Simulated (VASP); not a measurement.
A run of VASP 6.6.1 is set up as follows.

File INCAR:

```
SYSTEM = I
ALGO = Normal ; EDIFF = 1E-6
EDIFFG = -0.005 ; ENCUT = 600
IBRION = 2 ; ISIF = 4
ISMEAR = -1 ; LASPH = .TRUE.
LCHARG = .FALSE. ; LREAL = .FALSE.
LWAVE = .FALSE. ; NELM = 60
NSW = 50 ; PREC = Accurate
SIGMA = 0.08
```

Contents of KPOINTS:

```
k-points
0
G
  12 12 7
  0 0 0
```

Contents of POSCAR:

```
I
1.0
    3.8591056559      0.0000000000      0.0000000000
   -1.9295528279      3.3420835339      0.0000000000
    0.0000000000      0.0000000000      4.7595774667
I
2
Direct
    0.3333333333      0.6666666667      0.2500000000
    0.6666666667      0.3333333333      0.7500000000
```

Potentials or basis: VASP PAW LDA potentials, release 64 (I).

Run with:

```console
$ cat potpaw_LDA.64/I/POTCAR > POTCAR
$ mpirun -np 1 vasp_std > vasp.out
```

(1) Estimate the band gap on the k mesh.

Results:

(1) zero (bands 7 and 8 overlap by 2.34 eV).

Caveat: spin-orbit coupling is left out, which moves the levels of the heavy elements.
